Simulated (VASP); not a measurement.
# Ga2O3 (P-3m1) in VASP: a series of runs

Aim: see how the results for Ga2O3 move with the level of theory and the settings. Levels: r2SCAN, PBE. Tasks: single point.

Everything below comes from runs of VASP 6.6.1. Logs are shortened: lines on timing, memory, paths and dates and some standing lists are left out, and cuts for length are marked.

### Step 1. The cell of the first run

The structure is trigonal, space group P-3m1 (No. 164). Conventional cell: a = 2.991 Å, b = 2.991 Å, c = 6.846 Å, α = 90.00°, β = 90.00°, γ = 120.00°. Ga (site symmetry 3m) has 6 O at 1.87 to 2.22 Å within 2.5 Å. Within 3.0 Å of O (site symmetry -3m) lie 6 Ga at 2.22 Å and 12 O at 2.73 to 2.99 Å. O (site symmetry 3m) has 3 Ga at 1.87 Å within 2.5 Å.

### Step 2. Single point, r2SCAN

POSCAR reads:

```
Ga2O3
1.0
    2.9909457806      0.0000000000      0.0000000000
   -1.4954728903      2.5902350273      0.0000000000
    0.0000000000      0.0000000000      6.8458074855
Ga O
2 3
Direct
    0.3333333333      0.6666666667      0.2039192948
    0.6666666667      0.3333333333      0.7960807052
    0.0000000000      0.0000000000      0.0000000000
    0.3333333333      0.6666666667      0.6915990720
    0.6666666667      0.3333333333      0.3084009280
```

INCAR.step1 reads:

```
  ALGO = Normal
  EDIFF = 1E-4
  ENCUT = 520
  GGA = PE
  ISMEAR = 0
  LASPH = T
  LCHARG = F
  LREAL = F
  LWAVE = T
  NBANDS = 30
  NELM = 80
  PREC = Accurate
  SIGMA = 0.01
```

INCAR.step2 reads:

```
  ALGO = Normal
  EDIFF = 1E-7
  ENCUT = 520
  ISIF = 2
  ISMEAR = 0
  ISTART = 1
  LASPH = T
  LCHARG = T
  LELF = T
  LMIXTAU = T
  LREAL = F
  LVHAR = T
  LWAVE = F
  METAGGA = R2SCAN
  NBANDS = 30
  NELM = 80
  PREC = Accurate
  SIGMA = 0.01
```

KPOINTS reads:

```
k-points
0
Gamma
  12 12 4
```

Potentials or basis: VASP PAW PBE potentials, release 64 (Ga_d, O).

On the command line:

```bash
$ cat potpaw_PBE.64/Ga_d/POTCAR potpaw_PBE.64/O/POTCAR > POTCAR
$ cp INCAR.step1 INCAR
$ mpirun -np 1 vasp_std > vasp.out
$ cp INCAR.step2 INCAR
$ mpirun -np 1 vasp_std > vasp.out
```

OUTCAR:

```text
EDIFF = 1E-7
   ENCUT = 520
   ISIF = 2
   ISMEAR = 0
   ISTART = 1
   LASPH = T
   LREAL = F
   METAGGA = R2SCAN
   NELM = 80
   PREC = Accurate

 ion  position               nearest neighbor table
   1  0.333  0.667  0.204-   5 1.87   5 1.87   5 1.87   3 2.22   3 2.22   3 2.22
   2  0.667  0.333  0.796-   4 1.87   4 1.87   4 1.87   3 2.22   3 2.22   3 2.22
   3  0.000  0.000  0.000-   1 2.22   2 2.22   1 2.22   2 2.22   2 2.22   1 2.22
   4  0.333  0.667  0.692-   2 1.87   2 1.87   2 1.87
   5  0.667  0.333  0.308-   1 1.87   1 1.87   1 1.87

  LATTYP: Found a hexagonal cell.
 ALAT       =     2.9909457806
 C/A-ratio  =     2.2888437263

  Lattice vectors:

 A1 = (   2.9909457806,   0.0000000000,   0.0000000000)
 A2 = (  -1.4954728903,   2.5902350273,   0.0000000000)
 A3 = (   0.0000000000,   0.0000000000,   6.8458074855)

Analysis of symmetry for initial positions (statically):
=====================================================================
 Subroutine PRICEL returns:
 Original cell was already a primitive cell.

 Routine SETGRP: Setting up the symmetry group for a
 hexagonal supercell.

 Subroutine GETGRP returns: Found 12 space group operations
 (whereof 12 operations were pure point group operations)
 out of a pool of 24 trial point group operations.

The static configuration has the point symmetry D_3d.

Analysis of symmetry for dynamics (positions and initial velocities):
=====================================================================
 Subroutine PRICEL returns:
 Original cell was already a primitive cell.

 Routine SETGRP: Setting up the symmetry group for a
 hexagonal supercell.

 Subroutine GETGRP returns: Found 12 space group operations
 (whereof 12 operations were pure point group operations)
 out of a pool of 24 trial point group operations.

The dynamic configuration has the point symmetry D_3d.

 Subroutine INISYM returns: Found 12 space group operations
 (whereof 12 operations are pure point group operations),
 and found     1 'primitive' translations

----------------------------------------------------------------------------------------

                                     Primitive cell

  volume of cell :      53.0362

  direct lattice vectors                    reciprocal lattice vectors
     2.990945781  0.000000000  0.000000000     0.334342403  0.193032676  0.000000000
    -1.495472890  2.590235027  0.000000000     0.000000000  0.386065353  0.000000000
     0.000000000  0.000000000  6.845807485     0.000000000  0.000000000  0.146074806

  length of vectors
     2.990945781  2.990945781  6.845807485     0.386065353  0.386065353  0.146074806

  position of ions in fractional coordinates (direct lattice)
     0.333333333  0.666666667  0.203919295
     0.666666667  0.333333333  0.796080705
     0.000000000  0.000000000  0.000000000
     0.333333333  0.666666667  0.691599072
     0.666666667  0.333333333  0.308400928

  ion indices of the primitive-cell ions
   primitive index   ion index
                 1           1
                 2           2
                 3           3
                 4           4
                 5           5

----------------------------------------------------------------------------------------

 KPOINTS: k-points

Automatic generation of k-mesh.
 Grid dimensions read from file:
 generate k-points for:   12   12    4

 Generating k-lattice:

  Cartesian coordinates                     Fractional coordinates (reciprocal lattice)
     0.027861867  0.016086056  0.000000000     0.083333333 -0.000000000  0.000000000
     0.000000000  0.032172113  0.000000000     0.000000000  0.083333333  0.000000000
     0.000000000  0.000000000  0.036518701     0.000000000  0.000000000  0.250000000

  Length of vectors
     0.032172113  0.032172113  0.036518701

  Shift w.r.t. Gamma in fractional coordinates (k-lattice)
     0.000000000  0.000000000  0.000000000

 Subroutine IBZKPT returns following result:
 ===========================================

 Found     69 irreducible k-points:

 Following reciprocal coordinates:
            Coordinates               Weight
  0.000000  0.000000  0.000000      1.000000
  0.083333 -0.000000  0.000000      6.000000
  0.166667  0.000000  0.000000      6.000000
  0.250000  0.000000  0.000000      6.000000
  0.333333  0.000000  0.000000      6.000000
  0.416667 -0.000000  0.000000      6.000000
[... 16 lines left out ...]
  0.166667  0.000000  0.250000      6.000000
  0.000000  0.166667  0.250000      6.000000
 [... further k-points ...]
   k-points           NKPTS =     69   k-points in BZ     NKDIM =     69   number of bands    NBANDS=     30
   number of dos      NEDOS =    301   number of ions     NIONS =      5
   total plane-waves  NPLWV =  31104
   dimension x,y,z NGX =    24 NGY =   24 NGZ =   54
   dimension x,y,z NGXF=    48 NGYF=   48 NGZF=  108
   ions per type =               2   3
   NGX,Y,Z   is equivalent  to a cutoff of  13.34, 13.34, 13.11 a.u.
   NGXF,Y,Z  is equivalent  to a cutoff of  26.68, 26.68, 26.23 a.u.
 SYSTEM =  unknown system
   PREC   = accura    normal or accurate (medium, high low for compatibility)
   ISTART =      1    job   : 0-new  1-cont  2-samecut
   ICHARG =      0    charge: 1-file 2-atom 10-const
   ISPIN  =      1    spin polarized calculation?
   LNONCOLLINEAR =      F non collinear calculations
   LSORBIT =      F    spin-orbit coupling
   LASPH  =      T    aspherical Exc in radial PAW
   ENCUT  =  520.0 eV  38.22 Ry    6.18 a.u.   5.56  5.56 12.73*2*pi/ulx,y,z
   NELM   =     80;   NELMIN=  2; NELMDL=  0     # of ELM steps
   EDIFF  = 0.1E-06   stopping-criterion for ELM
   LREAL  =      F    real-space projection
   EDIFFG = 0.1E-05   stopping-criterion for IOM
   NSW    =      0    number of steps for IOM
   IBRION =     -1    ionic relax: 0-MD 1-quasi-New 2-CG
   NFREE  =      0    steps in history (QN), initial steepest desc. (CG)
   ISIF   =      2    stress and relaxation
   ISYM   =      2    0-nonsym 1-usesym 2-fastsym
   POTIM  = 0.5000    time-step for ionic-motion
   TEBEG  =    0.0;   TEEND  =   0.0 temperature during run
   PSTRESS=    0.0 pullay stress
   NELECT =      44.0000    total number of electrons
   NUPDOWN=      -1.0000    fix difference up-down
   EMIN   =  10.00;   EMAX   =-10.00  energy-range for DOS
   EFERMI =   0.00;   METHOD = LEGACY
   ISMEAR =     0;   SIGMA  =   0.01  broadening in eV -4-tet -1-fermi 0-gaus
   EFERMI_NEDOS =   21; number of points for ismear=-14 and -15
   IALGO  =     38    algorithm
   IMIX   =      4    mixing-type and parameters
     AMIX     =   0.40;   BMIX     =  1.00
     AMIX_MAG =   1.60;   BMIX_MAG =  1.00
  volume/ion in A,a.u.               =      10.61        71.58
  Fermi-wavevector in a.u.,A,eV,Ry     =   1.538278  2.906925 32.195469  2.366300
  Thomas-Fermi vector in A             =   2.644669
   LORBIT       =      0    0 simple, 1 ext, 2 COOP (PROOUT), +10 PAW based schemes
   METAGGA = R2SCAN    functional components
   LHFCALC =     F    Hartree Fock is set to
   AEXX    =    0.0000 exact exchange contribution
   IVDW    =     0    specifies the selected vdW correction
   LEPSILON=     F    determine dielectric tensor
   LRPA    =     F    only Hartree local field effects (RPA)
 non-spin polarized calculation
 Gauss-broadening in eV      SIGMA  =   0.01
  energy-cutoff  :      520.00
  volume of cell :       53.04
 maximum number of plane-waves:      1460
 NGX is ok and might be reduce to    24
   NGX = 11   NGY = 11   NGZ = 25

 number of electron      44.0000036 magnetization

 Free energy of the ion-electron system (eV)
  ---------------------------------------------------
  ext. energy  EPLUGINS =         0.00000000
  ---------------------------------------------------
  free energy    TOTEN  =       -50.31714268 eV

  energy without entropy =      -50.31714268  energy(sigma->0) =      -50.31714268

 E-fermi :   3.3216     XC(G=0): -12.3869

 val. band max:        3.2396430366   @ k =   0.0000   0.0000   0.0000
 cond. band min:       6.3295854785   @ k =   0.0000   0.0000   0.0000
 fundamental gap:      3.0899424419
 Fermi energy:         3.3216176464

 k-point     1 :       0.0000    0.0000    0.0000
  band No.  band energies     occupation
      1     -16.7574      2.00000
      2     -15.9177      2.00000
      3     -14.6854      2.00000
      4     -10.1343      2.00000
      5     -10.1343      2.00000
      6     -10.0837      2.00000
[... 22 lines left out ...]
     29      16.8073      0.00000
     30      18.4098      0.00000

 k-point     2 :       0.0833   -0.0000    0.0000
  band No.  band energies     occupation
      1     -16.6797      2.00000
      2     -15.8736      2.00000
      3     -14.6912      2.00000
      4     -10.1158      2.00000
      5     -10.1026      2.00000
      6     -10.0859      2.00000
[... 22 lines left out ...]
     29      16.8671      0.00000
     30      17.6894      0.00000

 k-point     3 :       0.1667    0.0000    0.0000
  band No.  band energies     occupation
      1     -16.4585      2.00000
      2     -15.7537      2.00000
      3     -14.7076      2.00000
      4     -10.0759      2.00000
      5     -10.0684      2.00000
      6     -10.0270      2.00000
[... 22 lines left out ...]
     29      16.8797      0.00000
     30      17.2914      0.00000

 k-point     4 :       0.2500    0.0000    0.0000
  band No.  band energies     occupation
      1     -16.1333      2.00000
      2     -15.5931      2.00000
      3     -14.7297      2.00000
      4     -10.0329      2.00000
      5     -10.0162      2.00000
      6      -9.9736      2.00000
[... 22 lines left out ...]
     29      16.7516      0.00000
     30      17.8198      0.00000

 k-point     5 :       0.3333    0.0000    0.0000
  band No.  band energies     occupation
      1     -15.7738      2.00000
      2     -15.4393      2.00000
      3     -14.7514      2.00000
      4      -9.9896      2.00000
      5      -9.9883      2.00000
      6      -9.9327      2.00000
[... 22 lines left out ...]
     29      16.6095      0.00000
     30      17.7520      0.00000
[... 526 lines left out ...]
     29      17.5773      0.00000
     30      17.7908      0.00000

 k-point    22 :       0.0000    0.0833    0.2500
  band No.  band energies     occupation
      1     -16.6407      2.00000
      2     -15.9523      2.00000
      3     -14.6471      2.00000
      4     -10.1166      2.00000
      5     -10.1034      2.00000
      6     -10.0851      2.00000
[... 22 lines left out ...]
     29      17.5467      0.00000
     30      17.8893      0.00000

 k-point    23 :       0.1667    0.0000    0.2500
  band No.  band energies     occupation
      1     -16.4204      2.00000
      2     -15.8266      2.00000
      3     -14.6704      2.00000
      4     -10.0755      2.00000
      5     -10.0698      2.00000
      6     -10.0272      2.00000
[... 22 lines left out ...]
     29      17.2153      0.00000
     30      17.5296      0.00000

 k-point    24 :       0.0000    0.1667    0.2500
  band No.  band energies     occupation
      1     -16.4215      2.00000
      2     -15.8242      2.00000
      3     -14.6721      2.00000
      4     -10.0751      2.00000
      5     -10.0688      2.00000
      6     -10.0275      2.00000
[... 22 lines left out ...]
     29      17.2976      0.00000
     30      17.7991      0.00000

 [... further k-points ...]

------------------------ aborting loop because EDIFF is reached ----------------------------------------

  FORCE on cell =-STRESS in cart. coord.  units (eV):
  Direction    XX          YY          ZZ          XY          YZ          ZX
  --------------------------------------------------------------------------------------
  -------------------------------------------------------------------------------------
  Total        0.8086845      0.8086845      0.2172323      0.0000000      0.0000000      0.0000000
  in kB       24.4296531     24.4296531      6.5623986      0.0000000      0.0000000      0.0000000
  external PRESSURE =      18.4739016 kB  Pullay stress =       0.0000000 kB

 VOLUME and BASIS-vectors are now :
 -----------------------------------------------------------------------------
  energy-cutoff  :      520.00
  volume of cell :       53.04
      direct lattice vectors                 reciprocal lattice vectors
     2.990945781  0.000000000  0.000000000     0.334342403  0.193032676  0.000000000
    -1.495472890  2.590235027  0.000000000     0.000000000  0.386065353  0.000000000
     0.000000000  0.000000000  6.845807485     0.000000000  0.000000000  0.146074806

 POSITION                                       TOTAL-FORCE (eV/Angst)
 -----------------------------------------------------------------------------------
     -0.00000      1.72682      1.39599        -0.000000      0.000000     -0.047489
      1.49547      0.86341      5.44982        -0.000000     -0.000000      0.047489
      0.00000      0.00000      0.00000         0.000000      0.000000      0.000000
     -0.00000      1.72682      4.73455         0.000000      0.000000     -0.111343
      1.49547      0.86341      2.11125         0.000000      0.000000      0.111343
 -----------------------------------------------------------------------------------
    total drift:                                0.000000     -0.000000      0.000000

  FREE ENERGIE OF THE ION-ELECTRON SYSTEM (eV)
  ---------------------------------------------------
  free  energy   TOTEN  =       -50.3171426810 eV

  energy  without entropy=      -50.3171426810  energy(sigma->0) =      -50.31714268
```

It took 10 min on 1 thread of Intel Xeon Platinum 8259CL at 2.50GHz (Skylake/Cascade Lake), shared host; peak memory 0.24 GiB.

What came out:

| Property | Result |
| --- | --- |
| Free energy | -50.3171 eV |
| Pressure | 1.8 GPa |
| Largest force | 0.111 eV/Å |
| Band gap on the k mesh | 3.09 eV |

Forces on the atoms (eV/Å):
```
Ga   0.000  0.000 -0.047
Ga   0.000  0.000  0.047
O    0.000  0.000  0.000
O    0.000  0.000 -0.111
O    0.000  0.000  0.111
```

Stress tensor (GPa, compression positive):
```
2.44 0.00 0.00
0.00 2.44 0.00
0.00 0.00 0.66
```

Caveat: the PAW data sets were made with another functional, which shifts forces and pressure a little.

### Step 3. Single point, PBE

This run uses another cell than the first one, of 11.89 Å³/atom.

INCAR reads:

```
  PREC = Accurate
  ENCUT = 520
  EDIFF = 1E-6
  ISMEAR = -1
  SIGMA = 0.02
  LREAL = F
  LASPH = T
  NELM = 100
  ALGO = Normal
  ISIF = 2
  LWAVE = F
  LCHARG = F
  GGA = PE
  NBANDS = 30
```

KPOINTS reads:

```
regular mesh
0
Gamma
  12 12 6
```

POSCAR reads:

```
Ga2O3
1.0
    3.0245658913      0.0000000000      0.0000000000
   -1.5122829457      2.6193508973      0.0000000000
    0.0000000000      0.0000000000      7.5060673851
Ga O
2 3
Direct
    0.3333333333      0.6666666667      0.1886534479
    0.6666666667      0.3333333333      0.8113465521
    0.0000000000      0.0000000000      0.0000000000
    0.3333333333      0.6666666667      0.7129022209
    0.6666666667      0.3333333333      0.2870977791
```

Potentials or basis: VASP PAW PBE potentials, release 64 (Ga_d, O).

On the command line:

```bash
$ cat potpaw_PBE.64/Ga_d/POTCAR potpaw_PBE.64/O/POTCAR > POTCAR
$ mpirun -np 1 vasp_std > vasp.out
```

It took 3.3 min on 1 thread of Intel Xeon Platinum 8259CL at 2.50GHz (Skylake/Cascade Lake), shared host; peak memory 0.27 GiB.

It converged, with:

```
Free energy            : -29.0803 eV
Pressure               : 0.7 GPa
Largest force          : 0.026 eV/Å
Band gap on the k mesh : 2.54 eV (least direct gap 2.56 eV)
```

Forces in eV/Å, atoms in the order of the input:
```
Ga   0.000  0.000  0.021
Ga   0.000  0.000 -0.021
O    0.000  0.000  0.000
O    0.000  0.000 -0.026
O    0.000  0.000  0.026
```

Stress tensor (GPa, compression positive):
```
0.86 0.00 0.00
0.00 0.86 0.00
0.00 0.00 0.34
```

Levels at points of the mesh, in eV from the valence-band top:
```csv
k point,band 19,band 20,band 21,band 22,band 23,band 24,band 25,band 26
"(0.00, 0.00, 0.00)",-0.82,-0.63,-0.63,-0.02,2.54,5.37,6.51,11.00
"(0.50, 0.00, 0.00)",-1.68,-1.29,-0.50,-0.28,4.46,7.43,7.90,9.89
"(0.00, 0.00, 0.50)",-0.81,-0.63,-0.63,-0.61,3.15,4.87,6.64,10.27
"(0.50, 0.00, 0.50)",-1.77,-1.43,-0.48,-0.12,4.57,7.38,7.52,10.28
```

A k mesh can miss the band edges.
